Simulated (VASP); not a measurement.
Runs of VASP 6.6.1 on Ru. The structure is that of space group P6_3/mmc (No. 194), or close to it. The cells are those of the table. 

```csv
task,cell,cutoff (eV),gap on the mesh (eV),pressure (GPa)
single point,"a = 2.681, b = 2.681, c = 4.233 Å, angles 90.0, 90.0, 120.0°, 2 atoms",520,none,4.0
single point,"a = 2.666, b = 2.666, c = 4.213 Å, angles 90.0, 90.0, 120.0°, 2 atoms",520,none,10.1
single point,"a = 2.686, b = 2.686, c = 4.241 Å, angles 90.0, 90.0, 120.0°, 2 atoms",520,none,(a)
relaxation of cell and atoms,"relaxed to 4 GPa from a = 2.692, b = 2.692, c = 4.248 Å, angles 90.0, 90.0, 120.0°, 2 atoms",600,none,4.0
relaxation of cell and atoms,"relaxed to 7 GPa from a = 2.692, b = 2.692, c = 4.248 Å, angles 90.0, 90.0, 120.0°, 2 atoms",600,none,7.0
single point,"a = 2.689, b = 2.689, c = 4.244 Å, angles 90.0, 90.0, 120.0°, 2 atoms",520,none,0.9
single point,"a = 2.674, b = 2.674, c = 4.223 Å, angles 90.0, 90.0, 120.0°, 2 atoms",520,none,7.0
single point,"a = 2.655, b = 2.655, c = 4.197 Å, angles 90.0, 90.0, 120.0°, 2 atoms",520,none,15.1
```

Alike in all rows: level PBEsol; potentials or basis VASP PAW PBE potentials, release 64 (Ru_pv); no spin polarisation; k mesh 20 × 20 × 12; smearing fermi-dirac 0.1 eV.

**Question.** Estimate the missing entries.

**Answer.** (a) 1.9.

Caveats: the PAW data sets were made with another functional, which shifts forces and pressure a little; the cell stands under pressure (at least some runs); the cell is relaxed towards a set pressure, so the run minimises the enthalpy, not the energy (at least some runs).

A k mesh can miss the band edges, and the runs leave out spin-orbit coupling on Ru.

A gap of «none» marks levels without a gap at the run's occupations.
